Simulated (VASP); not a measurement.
# Al3Ru2 (P4mm) in VASP: single point with PBEsol

Aim: the single point of Al3Ru2 with PBEsol.

Everything below comes from runs of VASP 6.6.1. Logs are shortened: lines on timing, memory, paths and dates and some standing lists are left out, and cuts for length are marked.

### Step 1. The cell of the first run

It takes space group P4mm (No. 99, tetragonal). The conventional cell has a = 3.073 Å, b = 3.073 Å, c = 14.502 Å, α = 90.00°, β = 90.00°, γ = 90.00°. Within 3.5 Å of Al (site symmetry 4mm) lie 8 Ru at 2.64 Å and 6 Al at 2.76 to 3.07 Å. Within 3.5 Å of Al (site symmetry 4mm) lie 8 Ru at 2.64 Å and 6 Al at 2.76 to 3.07 Å. Al (site symmetry 4mm) has 5 Ru at 2.51 to 3.11 Å and 9 Al at 2.70 to 3.07 Å within 3.3 Å. Within 3.3 Å of Al (site symmetry 4mm) lie 5 Ru at 2.51 to 2.86 Å and 9 Al at 2.70 to 3.07 Å. Within 3.3 Å of Al (site symmetry 4mm) lie 5 Ru at 2.51 to 2.86 Å and 9 Al at 2.70 to 3.07 Å. Al (site symmetry 4mm) has 5 Ru at 2.64 to 2.86 Å and 9 Al at 2.70 to 3.07 Å within 3.5 Å. Ru (site symmetry 4mm) has 9 Al at 2.51 to 2.86 Å and 5 Ru at 3.01 to 3.07 Å within 3.3 Å. Ru (site symmetry 4mm) has 9 Al at 2.64 to 3.11 Å and 5 Ru at 3.01 to 3.07 Å within 3.5 Å.

### Step 2. Single point, PBEsol

Input file INCAR:

```
SYSTEM = Al3Ru2
ALGO     = Fast           ! electronic algorithm
EDIFF    = 1E-7           ! SCF threshold, eV
ENCUT    = 520            ! plane-wave cutoff, eV
GGA      = PS             ! functional
ISIF     = 2              ! what is computed and relaxed
ISMEAR   = 0              ! smearing method
LASPH    = .TRUE.         ! aspherical terms in the spheres
LCHARG   = .FALSE.        ! write CHGCAR
LREAL    = .FALSE.        ! projectors in reciprocal space
LWAVE    = .FALSE.        ! write WAVECAR
NBANDS   = 48             ! bands
NELM     = 100            ! most SCF steps
PREC     = Accurate       ! precision mode
SIGMA    = 0.15           ! smearing width, eV
```

Input file KPOINTS:

```
k-points
0
G
  15 15 4
  0 0 0
```

Input file POSCAR:

```
Al3Ru2
1.0
   -3.0733627987      0.0000000000      0.0000000000
    0.0000000000     -3.0733627987      0.0000000000
    0.0000000000      0.0000000000     14.5016646833
Al Ru
6 4
Direct
    0.5000000000      0.5000000000      0.3442610381
    1.0000000000      1.0000000000      0.8356413381
    0.5000000000      0.5000000000      0.1538578364
    1.0000000000      1.0000000000      0.6452381363
    0.5000000000      0.5000000000      0.5346642399
    1.0000000000      1.0000000000      0.0432839399
    0.0000000000      0.0000000000      0.4480979636
    0.5000000000      0.5000000000      0.9394782635
    0.0000000000      0.0000000000      0.2404241127
    0.5000000000      0.5000000000      0.7318044126
```

Potentials or basis: VASP PAW PBE potentials, release 64 (Al, Ru_pv).

Command:

```console
$ cat potpaw_PBE.64/Al/POTCAR potpaw_PBE.64/Ru_pv/POTCAR > POTCAR
$ mpirun -np 1 vasp_std > vasp.out
```

OUTCAR:

```text
SYSTEM = Al3Ru2
   EDIFF = 1E-7
   ENCUT = 520
   GGA = PS
   ISIF = 2
   ISMEAR = 0
   LASPH = .TRUE.
   LREAL = .FALSE.
   NELM = 100
   PREC = Accurate

 ion  position               nearest neighbor table
   1  0.500  0.500  0.344-   9 2.64   9 2.64   9 2.64   9 2.64   7 2.64   7 2.64   7 2.64   7 2.64
                             3 2.76   5 2.76
   2  0.000  0.000  0.836-   8 2.64   8 2.64   8 2.64   8 2.64  10 2.64  10 2.64  10 2.64  10 2.64
                             4 2.76   6 3.01
   3  0.500  0.500  0.154-   9 2.51   9 2.51   9 2.51   9 2.51   6 2.70   6 2.70   6 2.70   6 2.70
                             1 2.76   8 3.11
   4  0.000  0.000  0.645-  10 2.51  10 2.51  10 2.51  10 2.51   5 2.70   5 2.70   5 2.70   5 2.70
                             2 2.76   7 2.86
   5  0.500  0.500  0.535-   7 2.51   7 2.51   7 2.51   7 2.51   4 2.70   4 2.70   4 2.70   4 2.70
                             1 2.76  10 2.86
   6  0.000  0.000  0.043-   8 2.64   8 2.64   8 2.64   8 2.64   3 2.70   3 2.70   3 2.70   3 2.70
                             9 2.86   2 3.01
   7  0.000  0.000  0.448-   5 2.51   5 2.51   5 2.51   5 2.51   1 2.64   1 2.64   1 2.64   1 2.64
                             4 2.86   9 3.01
   8  0.500  0.500  0.939-   6 2.64   6 2.64   6 2.64   6 2.64   2 2.64   2 2.64   2 2.64   2 2.64
                            10 3.01   3 3.11
   9  0.000  0.000  0.240-   3 2.51   3 2.51   3 2.51   3 2.51   1 2.64   1 2.64   1 2.64   1 2.64
                             6 2.86   7 3.01
  10  0.500  0.500  0.732-   4 2.51   4 2.51   4 2.51   4 2.51   2 2.64   2 2.64   2 2.64   2 2.64
                             5 2.86   8 3.01

  LATTYP: Found a simple tetragonal cell.
 ALAT       =     3.0733627987
 C/A-ratio  =     4.7185007541

  Lattice vectors:

 A1 = (  -3.0733627987,   0.0000000000,   0.0000000000)
 A2 = (   0.0000000000,  -3.0733627987,   0.0000000000)
 A3 = (   0.0000000000,   0.0000000000,  14.5016646833)

Analysis of symmetry for initial positions (statically):
=====================================================================
 Subroutine PRICEL returns:
 Original cell was already a primitive cell.

 Routine SETGRP: Setting up the symmetry group for a
 simple tetragonal supercell.

 Subroutine GETGRP returns: Found  8 space group operations
 (whereof  8 operations were pure point group operations)
 out of a pool of 16 trial point group operations.

The static configuration has the point symmetry C_4v.

Analysis of symmetry for dynamics (positions and initial velocities):
=====================================================================
 Subroutine PRICEL returns:
 Original cell was already a primitive cell.

 Routine SETGRP: Setting up the symmetry group for a
 simple tetragonal supercell.

 Subroutine GETGRP returns: Found  8 space group operations
 (whereof  8 operations were pure point group operations)
 out of a pool of 16 trial point group operations.

The dynamic configuration has the point symmetry C_4v.

 Subroutine INISYM returns: Found  8 space group operations
 (whereof  8 operations are pure point group operations),
 and found     1 'primitive' translations

----------------------------------------------------------------------------------------

                                     Primitive cell

  volume of cell :     136.9763

  direct lattice vectors                    reciprocal lattice vectors
    -3.073362799  0.000000000  0.000000000    -0.325376490  0.000000000  0.000000000
     0.000000000 -3.073362799  0.000000000     0.000000000 -0.325376490  0.000000000
     0.000000000  0.000000000 14.501664683     0.000000000  0.000000000  0.068957601

  length of vectors
     3.073362799  3.073362799 14.501664683     0.325376490  0.325376490  0.068957601

  position of ions in fractional coordinates (direct lattice)
     0.500000000  0.500000000  0.344261038
     0.000000000  0.000000000  0.835641338
     0.500000000  0.500000000  0.153857836
     0.000000000  0.000000000  0.645238136
     0.500000000  0.500000000  0.534664240
     0.000000000  0.000000000  0.043283940
     0.000000000  0.000000000  0.448097964
     0.500000000  0.500000000  0.939478264
     0.000000000  0.000000000  0.240424113
     0.500000000  0.500000000  0.731804413

  ion indices of the primitive-cell ions
   primitive index   ion index
                 1           1
                 2           2
                 3           3
                 4           4
                 5           5
                 6           6
                 7           7
                 8           8
                 9           9
                10          10

----------------------------------------------------------------------------------------

 KPOINTS: k-points

Automatic generation of k-mesh.
 Grid dimensions read from file:
 generate k-points for:   15   15    4

 Generating k-lattice:

  Cartesian coordinates                     Fractional coordinates (reciprocal lattice)
    -0.021691766  0.000000000  0.000000000     0.066666667  0.000000000  0.000000000
     0.000000000 -0.021691766  0.000000000     0.000000000  0.066666667  0.000000000
     0.000000000  0.000000000  0.017239400     0.000000000  0.000000000  0.250000000

  Length of vectors
     0.021691766  0.021691766  0.017239400

  Shift w.r.t. Gamma in fractional coordinates (k-lattice)
     0.000000000  0.000000000  0.000000000

 Subroutine IBZKPT returns following result:
 ===========================================

 Found    108 irreducible k-points:

 Following reciprocal coordinates:
            Coordinates               Weight
  0.000000  0.000000  0.000000      1.000000
  0.066667  0.000000  0.000000      4.000000
  0.133333  0.000000  0.000000      4.000000
  0.200000  0.000000  0.000000      4.000000
  0.266667  0.000000  0.000000      4.000000
  0.333333  0.000000  0.000000      4.000000
[... 16 lines left out ...]
  0.266667  0.200000  0.000000      8.000000
  0.333333  0.200000  0.000000      8.000000
 [... further k-points ...]
   k-points           NKPTS =    108   k-points in BZ     NKDIM =    108   number of bands    NBANDS=     48
   number of dos      NEDOS =    301   number of ions     NIONS =     10
   total plane-waves  NPLWV =  62208
   dimension x,y,z NGX =    24 NGY =   24 NGZ =  108
   dimension x,y,z NGXF=    48 NGYF=   48 NGZF=  216
   ions per type =               6   4
   NGX,Y,Z   is equivalent  to a cutoff of  12.98, 12.98, 12.38 a.u.
   NGXF,Y,Z  is equivalent  to a cutoff of  25.96, 25.96, 24.76 a.u.
 SYSTEM =  Al3Ru2
   PREC   = accura    normal or accurate (medium, high low for compatibility)
   ISTART =      0    job   : 0-new  1-cont  2-samecut
   ICHARG =      2    charge: 1-file 2-atom 10-const
   ISPIN  =      1    spin polarized calculation?
   LNONCOLLINEAR =      F non collinear calculations
   LSORBIT =      F    spin-orbit coupling
   LASPH  =      T    aspherical Exc in radial PAW
   ENCUT  =  520.0 eV  38.22 Ry    6.18 a.u.   5.71  5.71 26.96*2*pi/ulx,y,z
   NELM   =    100;   NELMIN=  2; NELMDL= -5     # of ELM steps
   EDIFF  = 0.1E-06   stopping-criterion for ELM
   LREAL  =      F    real-space projection
   EDIFFG = 0.1E-05   stopping-criterion for IOM
   NSW    =      0    number of steps for IOM
   IBRION =     -1    ionic relax: 0-MD 1-quasi-New 2-CG
   NFREE  =      0    steps in history (QN), initial steepest desc. (CG)
   ISIF   =      2    stress and relaxation
   ISYM   =      2    0-nonsym 1-usesym 2-fastsym
   POTIM  = 0.5000    time-step for ionic-motion
   TEBEG  =    0.0;   TEEND  =   0.0 temperature during run
   PSTRESS=    0.0 pullay stress
   NELECT =      74.0000    total number of electrons
   NUPDOWN=      -1.0000    fix difference up-down
   EMIN   =  10.00;   EMAX   =-10.00  energy-range for DOS
   EFERMI =   0.00;   METHOD = LEGACY
   ISMEAR =     0;   SIGMA  =   0.15  broadening in eV -4-tet -1-fermi 0-gaus
   EFERMI_NEDOS =   21; number of points for ismear=-14 and -15
   IALGO  =     68    algorithm
   IMIX   =      4    mixing-type and parameters
     AMIX     =   0.40;   BMIX     =  1.00
     AMIX_MAG =   1.60;   BMIX_MAG =  1.00
  volume/ion in A,a.u.               =      13.70        92.44
  Fermi-wavevector in a.u.,A,eV,Ry     =   1.333328  2.519624 24.187930  1.777763
  Thomas-Fermi vector in A             =   2.462194
   LORBIT       =      0    0 simple, 1 ext, 2 COOP (PROOUT), +10 PAW based schemes
   GGA     = PS    functional components
   LHFCALC =     F    Hartree Fock is set to
   AEXX    =    0.0000 exact exchange contribution
   IVDW    =     0    specifies the selected vdW correction
   LEPSILON=     F    determine dielectric tensor
   LRPA    =     F    only Hartree local field effects (RPA)
 non-spin polarized calculation
 RMM-DIIS sequential band-by-band and
 Gauss-broadening in eV      SIGMA  =   0.15
  energy-cutoff  :      520.00
  volume of cell :      136.98
 maximum number of plane-waves:      3718
 NGX is ok and might be reduce to    24
   NGX = 11   NGY = 11   NGZ = 53

 number of electron      74.0000020 magnetization

 Free energy of the ion-electron system (eV)
  ---------------------------------------------------
  ext. energy  EPLUGINS =         0.00000000
  ---------------------------------------------------
  free energy    TOTEN  =       -71.71789222 eV

  energy without entropy =      -71.68032340  energy(sigma->0) =      -71.69910781

 E-fermi :  10.2468     XC(G=0): -12.2326

 val. band max:       10.2425069825   @ k =   0.4000   0.2000   0.2500
 cond. band min:      10.2537972801   @ k =   0.4667   0.2667   0.2500
 fundamental gap:      0.0112902976
 Fermi energy:        10.2467683750

 k-point     1 :       0.0000    0.0000    0.0000
  band No.  band energies     occupation
      1     -31.7316      2.00000
      2     -31.6834      2.00000
      3     -31.6834      2.00000
      4     -31.6296      2.00000
      5     -31.5924      2.00000
      6     -31.5924      2.00000
[... 40 lines left out ...]
     47      16.3352      0.00000
     48      16.3461      0.00000
[... 1171 lines left out ...]
     47      15.7643      0.00000
     48      15.9081      0.00000

 [... further k-points ...]
[... 5 lines left out ...]
  --------------------------------------------------------------------------------------
  -------------------------------------------------------------------------------------
  Total       -1.7773223     -1.7773223     -4.1324770      0.0000000      0.0000000      0.0000000
  in kB      -20.7888878    -20.7888878    -48.3365349      0.0000000      0.0000000      0.0000000
  external PRESSURE =     -29.9714368 kB  Pullay stress =       0.0000000 kB

 VOLUME and BASIS-vectors are now :
 -----------------------------------------------------------------------------
  energy-cutoff  :      520.00
  volume of cell :      136.98
      direct lattice vectors                 reciprocal lattice vectors
    -3.073362799  0.000000000  0.000000000    -0.325376490  0.000000000  0.000000000
     0.000000000 -3.073362799  0.000000000     0.000000000 -0.325376490  0.000000000
     0.000000000  0.000000000 14.501664683     0.000000000  0.000000000  0.068957601

 POSITION                                       TOTAL-FORCE (eV/Angst)
 -----------------------------------------------------------------------------------
     -1.53668     -1.53668      4.99236         0.000000      0.000000      0.110947
      0.00000      0.00000     12.11819         0.000000      0.000000      0.497198
     -1.53668     -1.53668      2.23119         0.000000     -0.000000      0.125293
      0.00000      0.00000      9.35703         0.000000      0.000000     -0.052256
     -1.53668     -1.53668      7.75352         0.000000     -0.000000      0.039713
      0.00000      0.00000      0.62769         0.000000      0.000000     -1.675148
      0.00000      0.00000      6.49817         0.000000      0.000000     -0.119566
     -1.53668     -1.53668     13.62400         0.000000      0.000000      1.267953
      0.00000      0.00000      3.48655        -0.000000     -0.000000     -0.309098
     -1.53668     -1.53668     10.61238         0.000000      0.000000      0.114964
 -----------------------------------------------------------------------------------
    total drift:                               -0.000000      0.000000      0.000356

  FREE ENERGIE OF THE ION-ELECTRON SYSTEM (eV)
  ---------------------------------------------------
  free  energy   TOTEN  =       -71.7178922183 eV

  energy  without entropy=      -71.6803234014  energy(sigma->0) =      -71.69910781
```

Run time: 10 min. Hardware: 1 thread of AMD EPYC 9R45 (Zen 5), shared host; peak memory 0.57 GiB.

Results:

* Free energy: -71.7179 eV
* Pressure: -3.0 GPa
* Largest force: 1.675 eV/Å
* Band gap on the k mesh: zero (band 37 reaches 11.32 eV, above the bottom of band 38 at 9.75 eV)

Forces on the atoms (eV/Å):
```
Al   0.000  0.000  0.111
Al   0.000  0.000  0.497
Al   0.000  0.000  0.125
Al   0.000  0.000 -0.052
Al   0.000  0.000  0.040
Al   0.000  0.000 -1.675
Ru   0.000  0.000 -0.120
Ru   0.000  0.000  1.268
Ru   0.000  0.000 -0.309
Ru   0.000  0.000  0.115
```

Levels at points of the mesh, in eV from the Fermi level:
| k point | band 36 | band 37 | band 38 | band 39 | band 40 | band 41 |
| --- | --- | --- | --- | --- | --- | --- |
| (0.00, 0.00, 0.00) | -0.17 | -0.11 | 0.20 | 2.25 | 3.36 | 4.04 |
| (0.00, 0.00, 0.50) | -0.17 | -0.11 | 0.20 | 2.43 | 2.72 | 4.61 |

Caveat: the PAW data sets were made with another functional, which shifts forces and pressure a little.
